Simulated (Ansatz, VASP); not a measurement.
# Ca in VASP and in Ansatz

Contents of INCAR:

```
PREC = Accurate
ENCUT = 520
EDIFF = 1E-8
ISMEAR = -1
SIGMA = 0.05
LREAL = False
LASPH = True
NELM = 80
ALGO = Normal
ISIF = 2
LWAVE = False
LCHARG = False
GGA = PS
LEFG = True
NBANDS = 11
```

KPOINTS

```
Automatic mesh
0
Gamma
  11 11 11
```

File POSCAR:

```
Ca
1.0
    0.0000000000      2.7371595050      2.7371595050
    2.7371595050      0.0000000000      2.7371595050
    2.7371595050      2.7371595050      0.0000000000
Ca
1
Direct
    0.0000000000      0.0000000000      0.0000000000
```

Input for Ansatz:

```yaml
crystal:
  lattice:
    - [0.0, 2.737159505, 2.737159505]
    - [2.737159505, 0.0, 2.737159505]
    - [2.737159505, 2.737159505, 0.0]
  atoms:
    - { symbol: Ca, position: [0.0, 0.0, 0.0] }
kpoints:
  mp_grid: { grid: [11, 11, 11] }
scf:
  occupations: { method: fermi_dirac, width: 0.05 }
hamiltonian:
  xc: pbesol
  pseudopotentials: { kind: all_electron, datasets: crystal }
output:
  forces: true
  stress: true
  eigenvalues: true
  efg: { contact_densities: true }
```

Change from the starting cell: volume scaled by 0.94, crystal datasets.

Alike in both runs: task electric field gradients; functional PBEsol; k mesh 11 × 11 × 11; occupations fermi-dirac, width 0.05 eV; no spin polarisation.

```csv
,VASP,Ansatz
version,VASP 6.6.1,Ansatz 0.2.0
potentials or method,"VASP PAW PBE potentials, release 64 (Ca_sv), cutoff 520 eV","all-electron PAW with datasets made for the crystal, scalar-relativistic"
```

```csv
,VASP,Ansatz,Ansatz less VASP
pressure (GPa),-0.2,-0.2,-0.01
```

VASP's potentials were made for PBE, not for PBEsol. Ansatz ran all-electron here, and VASP with PAW potentials.
